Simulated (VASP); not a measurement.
# AlCo (P4mm) in VASP: single point with PBE

Aim: the single point of AlCo with PBE.

All numbers are computed with VASP 6.6.1; they aren't measurements. Logs are shortened: lines on timing, memory, paths and dates and some standing lists are left out, and cuts for length are marked.

## 1. The cell of the first run

The structure is tetragonal, space group P4mm (No. 99). Conventional cell: a = 2.819 Å, b = 2.819 Å, c = 2.819 Å, α = 90.00°, β = 90.00°, γ = 90.00°. Within 3.1 Å of Al (site symmetry 4mm) lie 8 Co at 2.33 to 2.56 Å and 6 Al at 2.82 Å. Co (site symmetry 4mm) has 8 Al at 2.33 to 2.56 Å and 6 Co at 2.82 Å within 3.1 Å.

## 2. Single point, PBE, collinear spin, ferrimagnetic start (atom 2 (Co) moved by (+0.000, -0.200) A along [1 1 0] and z)

The input, INCAR:

```
SYSTEM = AlCo
ALGO = Fast ; EDIFF = 1E-6
ENCUT = 520 ; GGA = PE
ISIF = 2 ; ISMEAR = 0
ISPIN = 2 ; LASPH = .True.
LCHARG = .False. ; LMAXMIX = 4
LORBIT = 11 ; LREAL = .False.
LWAVE = .False. ; MAGMOM = -0.01 0.16
NBANDS = 17 ; NELM = 150
PREC = Accurate ; SIGMA = 0.15
```

The input, KPOINTS:

```
k-points
0
Gamma
  16 16 16
  0 0 0
```

The input, POSCAR:

```
AlCo
1.0
    2.8194032100      0.0000000000      0.0000000000
    0.0000000000      2.8194032100      0.0000000000
    0.0000000000      0.0000000000      2.8194032100
Al Co
1 1
Direct
    0.0000000000      0.0000000000      0.0000000000
    0.5000000000      0.5000000000      0.4290630020
```

Potentials or basis: VASP PAW PBE potentials, release 64 (Al, Co).

Started as:

```console
cat potpaw_PBE.64/Al/POTCAR potpaw_PBE.64/Co/POTCAR > POTCAR
mpirun -np 1 vasp_std > vasp.out
```

OUTCAR:

```text
SYSTEM = AlCo
   EDIFF = 1E-6
   ENCUT = 520
   GGA = PE
   ISIF = 2
   ISMEAR = 0
   ISPIN = 2
   LASPH = .True.
   LORBIT = 11
   LREAL = .False.
   NELM = 150
   PREC = Accurate

 ion  position               nearest neighbor table
   1  0.000  0.000  0.000-   2 2.33   2 2.33   2 2.33   2 2.33   2 2.56   2 2.56   2 2.56   2 2.56

   2  0.500  0.500  0.429-   1 2.33   1 2.33   1 2.33   1 2.33   1 2.56   1 2.56   1 2.56   1 2.56

  LATTYP: Found a simple cubic cell.
 ALAT       =     2.8194032100

  Lattice vectors:

 A1 = (   2.8194032100,   0.0000000000,   0.0000000000)
 A2 = (   0.0000000000,   2.8194032100,   0.0000000000)
 A3 = (   0.0000000000,   0.0000000000,   2.8194032100)

Analysis of symmetry for initial positions (statically):
=====================================================================
 Subroutine PRICEL returns:
 Original cell was already a primitive cell.

 Routine SETGRP: Setting up the symmetry group for a
 simple cubic supercell.

 Subroutine GETGRP returns: Found  8 space group operations
 (whereof  8 operations were pure point group operations)
 out of a pool of 48 trial point group operations.

The static configuration has the point symmetry C_4v.

Analysis of symmetry for dynamics (positions and initial velocities):
=====================================================================
 Subroutine PRICEL returns:
 Original cell was already a primitive cell.

 Routine SETGRP: Setting up the symmetry group for a
 simple cubic supercell.

 Subroutine GETGRP returns: Found  8 space group operations
 (whereof  8 operations were pure point group operations)
 out of a pool of 48 trial point group operations.

The dynamic configuration has the point symmetry C_4v.

Analysis of structural, dynamic, and magnetic symmetry:
=====================================================================
 Subroutine PRICEL returns:
 Original cell was already a primitive cell.

 Routine SETGRP: Setting up the symmetry group for a
 simple cubic supercell.

 Subroutine GETGRP returns: Found  8 space group operations
 (whereof  8 operations were pure point group operations)
 out of a pool of 48 trial point group operations.

The overall configuration has the point symmetry C_4v.

 Subroutine INISYM returns: Found  8 space group operations
 (whereof  8 operations are pure point group operations),
 and found     1 'primitive' translations

----------------------------------------------------------------------------------------

                                     Primitive cell

  volume of cell :      22.4115

  direct lattice vectors                    reciprocal lattice vectors
     2.819403210  0.000000000  0.000000000     0.354684990  0.000000000  0.000000000
     0.000000000  2.819403210  0.000000000     0.000000000  0.354684990  0.000000000
     0.000000000  0.000000000  2.819403210     0.000000000  0.000000000  0.354684990

  length of vectors
     2.819403210  2.819403210  2.819403210     0.354684990  0.354684990  0.354684990

  position of ions in fractional coordinates (direct lattice)
     0.000000000  0.000000000  0.000000000
     0.500000000  0.500000000  0.429063002

  ion indices of the primitive-cell ions
   primitive index   ion index
                 1           1
                 2           2

----------------------------------------------------------------------------------------

 KPOINTS: k-points

Automatic generation of k-mesh.
 Grid dimensions read from file:
 generate k-points for:   16   16   16

 Generating k-lattice:

  Cartesian coordinates                     Fractional coordinates (reciprocal lattice)
     0.022167812  0.000000000  0.000000000     0.062500000  0.000000000  0.000000000
     0.000000000  0.022167812  0.000000000     0.000000000  0.062500000  0.000000000
     0.000000000  0.000000000  0.022167812     0.000000000  0.000000000  0.062500000

  Length of vectors
     0.022167812  0.022167812  0.022167812

  Shift w.r.t. Gamma in fractional coordinates (k-lattice)
     0.000000000  0.000000000  0.000000000

 Subroutine IBZKPT returns following result:
 ===========================================

 Found    405 irreducible k-points:

 Following reciprocal coordinates:
            Coordinates               Weight
  0.000000  0.000000  0.000000      1.000000
  0.062500  0.000000  0.000000      4.000000
  0.000000  0.000000  0.062500      2.000000
  0.125000  0.000000  0.000000      4.000000
  0.000000  0.000000  0.125000      2.000000
  0.187500  0.000000  0.000000      4.000000
[... 16 lines left out ...]
  0.187500  0.062500  0.000000      8.000000
  0.000000  0.187500  0.062500      8.000000
 [... further k-points ...]
   k-points           NKPTS =    405   k-points in BZ     NKDIM =    405   number of bands    NBANDS=     17
   number of dos      NEDOS =    301   number of ions     NIONS =      2
   total plane-waves  NPLWV =  13824
   dimension x,y,z NGX =    24 NGY =   24 NGZ =   24
   dimension x,y,z NGXF=    48 NGYF=   48 NGZF=   48
   ions per type =               1   1
   NGX,Y,Z   is equivalent  to a cutoff of  14.15, 14.15, 14.15 a.u.
   NGXF,Y,Z  is equivalent  to a cutoff of  28.30, 28.30, 28.30 a.u.
 SYSTEM =  AlCo
   PREC   = accura    normal or accurate (medium, high low for compatibility)
   ISTART =      0    job   : 0-new  1-cont  2-samecut
   ICHARG =      2    charge: 1-file 2-atom 10-const
   ISPIN  =      2    spin polarized calculation?
   LNONCOLLINEAR =      F non collinear calculations
   LSORBIT =      F    spin-orbit coupling
   LASPH  =      T    aspherical Exc in radial PAW
   ENCUT  =  520.0 eV  38.22 Ry    6.18 a.u.   5.24  5.24  5.24*2*pi/ulx,y,z
   NELM   =    150;   NELMIN=  2; NELMDL= -5     # of ELM steps
   EDIFF  = 0.1E-05   stopping-criterion for ELM
   LREAL  =      F    real-space projection
   EDIFFG = 0.1E-04   stopping-criterion for IOM
   NSW    =      0    number of steps for IOM
   IBRION =     -1    ionic relax: 0-MD 1-quasi-New 2-CG
   NFREE  =      0    steps in history (QN), initial steepest desc. (CG)
   ISIF   =      2    stress and relaxation
   ISYM   =      2    0-nonsym 1-usesym 2-fastsym
   POTIM  = 0.5000    time-step for ionic-motion
   TEBEG  =    0.0;   TEEND  =   0.0 temperature during run
   PSTRESS=    0.0 pullay stress
   NELECT =      12.0000    total number of electrons
   NUPDOWN=      -1.0000    fix difference up-down
   EMIN   =  10.00;   EMAX   =-10.00  energy-range for DOS
   EFERMI =   0.00;   METHOD = LEGACY
   ISMEAR =     0;   SIGMA  =   0.15  broadening in eV -4-tet -1-fermi 0-gaus
   EFERMI_NEDOS =   21; number of points for ismear=-14 and -15
   IALGO  =     68    algorithm
   IMIX   =      4    mixing-type and parameters
     AMIX     =   0.40;   BMIX     =  1.00
     AMIX_MAG =   1.60;   BMIX_MAG =  1.00
  volume/ion in A,a.u.               =      11.21        75.62
  Fermi-wavevector in a.u.,A,eV,Ry     =   1.329366  2.512138 24.044423  1.767215
  Thomas-Fermi vector in A             =   2.458534
   LORBIT       =     11    0 simple, 1 ext, 2 COOP (PROOUT), +10 PAW based schemes
   GGA     = PE    functional components
   LHFCALC =     F    Hartree Fock is set to
   AEXX    =    0.0000 exact exchange contribution
   IVDW    =     0    specifies the selected vdW correction
   LEPSILON=     F    determine dielectric tensor
   LRPA    =     F    only Hartree local field effects (RPA)
 spin polarized calculation
 RMM-DIIS sequential band-by-band and
 Gauss-broadening in eV      SIGMA  =   0.15
  energy-cutoff  :      520.00
  volume of cell :       22.41
 maximum number of plane-waves:       624
 NGX is ok and might be reduce to    24
   NGX = 11   NGY = 11   NGZ = 11

 number of electron      11.9999998 magnetization      -0.0007381

 number of electron      11.9999998 magnetization       0.0001005

 Free energy of the ion-electron system (eV)
  ---------------------------------------------------
  ext. energy  EPLUGINS =         0.00000000
  ---------------------------------------------------
  free energy    TOTEN  =       -11.81329578 eV

  energy without entropy =      -11.80422443  energy(sigma->0) =      -11.80876010

 E-fermi :  10.9940     XC(G=0): -12.4123

 val. band max:       10.9916361288   @ k =   0.5000   0.4375   0.1875
 cond. band min:      10.9991784383   @ k =   0.4375   0.1875   0.5000
 fundamental gap:      0.0075423095
 Fermi energy:        10.9940294643

 spin component 1

 k-point     1 :       0.0000    0.0000    0.0000
  band No.  band energies     occupation
      1      -0.2720      1.00000
      2       7.8355      1.00000
      3       7.8920      1.00000
      4      10.0659      1.00000
      5      10.1168      1.00000
      6      10.1168      1.00000
[... 9 lines left out ...]
     16      34.9355      0.00000
     17      35.5483      0.00000
[... 441 lines left out ...]
 k-point    24 :       0.0000    0.1875    0.0625
  band No.  band energies     occupation
      1       0.4788      1.00000
      2       7.7288      1.00000
      3       8.0567      1.00000
      4       9.7458      1.00000
      5       9.7507      1.00000
      6      10.1142      1.00000
[... 9 lines left out ...]
     16      32.1987      0.00000
     17      33.7993      0.00000

 [... further k-points ...]

 spin component 2

 k-point     1 :       0.0000    0.0000    0.0000
  band No.  band energies     occupation
      1      -0.2720      1.00000
      2       7.8355      1.00000
      3       7.8920      1.00000
      4      10.0657      1.00000
      5      10.1167      1.00000
      6      10.1167      1.00000
[... 9 lines left out ...]
     16      34.9358      0.00000
     17      35.5483      0.00000
[... 441 lines left out ...]
 k-point    24 :       0.0000    0.1875    0.0625
  band No.  band energies     occupation
      1       0.4788      1.00000
      2       7.7288      1.00000
      3       8.0567      1.00000
      4       9.7457      1.00000
      5       9.7506      1.00000
      6      10.1140      1.00000
[... 9 lines left out ...]
     16      32.1987      0.00000
     17      33.7993      0.00000

 [... further k-points ...]

------------------------ aborting loop because EDIFF is reached ----------------------------------------

  FORCE on cell =-STRESS in cart. coord.  units (eV):
  Direction    XX          YY          ZZ          XY          YZ          ZX
  --------------------------------------------------------------------------------------
  -------------------------------------------------------------------------------------
  Total        1.5221674      1.5221674      1.1205433      0.0000000      0.0000000     -0.0000000
  in kB      108.8181757    108.8181757     80.1064796      0.0000000      0.0000000     -0.0000000
  external PRESSURE =      99.2476103 kB  Pullay stress =       0.0000000 kB

 VOLUME and BASIS-vectors are now :
 -----------------------------------------------------------------------------
  energy-cutoff  :      520.00
  volume of cell :       22.41
      direct lattice vectors                 reciprocal lattice vectors
     2.819403210  0.000000000  0.000000000     0.354684990  0.000000000  0.000000000
     0.000000000  2.819403210  0.000000000     0.000000000  0.354684990  0.000000000
     0.000000000  0.000000000  2.819403210     0.000000000  0.000000000  0.354684990

 POSITION                                       TOTAL-FORCE (eV/Angst)
 -----------------------------------------------------------------------------------
      0.00000      0.00000      0.00000        -0.000000      0.000000     -1.636454
      1.40970      1.40970      1.20970         0.000000     -0.000000      1.636454
 -----------------------------------------------------------------------------------
    total drift:                                0.000000     -0.000000      0.000148

  FREE ENERGIE OF THE ION-ELECTRON SYSTEM (eV)
  ---------------------------------------------------
  free  energy   TOTEN  =       -11.8132957805 eV

  energy  without entropy=      -11.8042244273  energy(sigma->0) =      -11.80876010

 total charge

# of ion       s       p       d       tot
------------------------------------------
    1        0.405   0.448   0.000   0.853
    2        0.452   0.539   7.546   8.537
--------------------------------------------------
tot          0.858   0.987   7.546   9.391

 magnetization (x)

# of ion       s       p       d       tot
------------------------------------------
    1        0.000   0.000   0.000   0.000
    2        0.000  -0.000  -0.000  -0.000
--------------------------------------------------
tot          0.000   0.000  -0.000  -0.000
```

Wall time 3.2 min (1 thread of Intel Xeon Platinum 8259CL at 2.50GHz (Skylake/Cascade Lake), shared host); peak memory 0.34 GiB.

What came out:

```yaml
Free_energy: -11.8133 eV
Pressure: 9.9 GPa
Largest_force: 1.636 eV/Å
Band_gap_on_the_k_mesh: zero (filled and empty bands overlap)
Net_moment: 0.00 μB per cell
Valence_electrons_inside_the_program's_atomic_spheres: Al 0.85; Co 8.54
```

Forces in eV/Å, atoms in the order of the input:
```
Al   0.000  0.000 -1.636
Co   0.000  0.000  1.636
```

Stress tensor (GPa, compression positive):
```
10.88  0.00  0.00
 0.00 10.88  0.00
 0.00  0.00  8.01
```

Caveat: the cell differs from its parent crystal (atom 2 (Co) moved by (+0.000, -0.200) A along [1 1 0] and z); forces of over 1 eV/Å act on the atoms, so gaps and moduli don't describe the material at rest.
